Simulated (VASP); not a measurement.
Here is a VASP 6.6.1 calculation.

INCAR

```
SYSTEM = TlH2
PREC     = Accurate       ! precision mode
ENCUT    = 520            ! plane-wave cutoff, eV
EDIFF    = 1E-6           ! SCF threshold, eV
ISMEAR   = 0              ! smearing method
SIGMA    = 0.1            ! smearing width, eV
LREAL    = .False.        ! projectors in reciprocal space
LASPH    = .True.         ! aspherical terms in the spheres
NELM     = 80             ! most SCF steps
ALGO     = Fast           ! electronic algorithm
ISIF     = 2              ! what is computed and relaxed
LWAVE    = .False.        ! write WAVECAR
LCHARG   = .True.         ! write CHGCAR
GGA      = PE             ! functional
LELF     = .True.         ! ELF
LVHAR    = .True.       
NBANDS   = 24             ! bands
```

Contents of KPOINTS:

```
regular mesh
0
Gamma
  6 6 4
  0 0 0
```

POSCAR

```
TlH2
1.0
    3.8200105780      0.0000000000      0.0000000000
    0.0000000000      3.8200105780      0.0000000000
    0.0000000000      0.0000000000      5.5874619888
Tl H
2 4
Direct
    0.5000000000      0.0000000000      0.2344535223
    0.0000000000      0.5000000000      0.7655464777
    0.0000000000      0.0000000000      0.0000000000
    0.5000000000      0.5000000000      0.0000000000
    0.5000000000      0.0000000000      0.5834075656
    0.0000000000      0.5000000000      0.4165924344
```

Potentials or basis: VASP PAW PBE potentials, release 64 (Tl_d, H).

Launch:

```bash
$ cat potpaw_PBE.64/Tl_d/POTCAR potpaw_PBE.64/H/POTCAR > POTCAR
$ mpirun -np 1 vasp_std > vasp.out
```

Question: Estimate the band gap on the k mesh.

Answer: Zero (bands 15 and 16 overlap by 3.27 eV).

Question: Estimate the largest force.

Answer: 0.011 eV/Å.

Stress tensor (GPa, compression positive):
```
 0.07  0.00  0.00
 0.00  0.07  0.00
 0.00  0.00 -0.31
```

Caveat: spin-orbit coupling is left out, which moves the levels of the heavy elements.
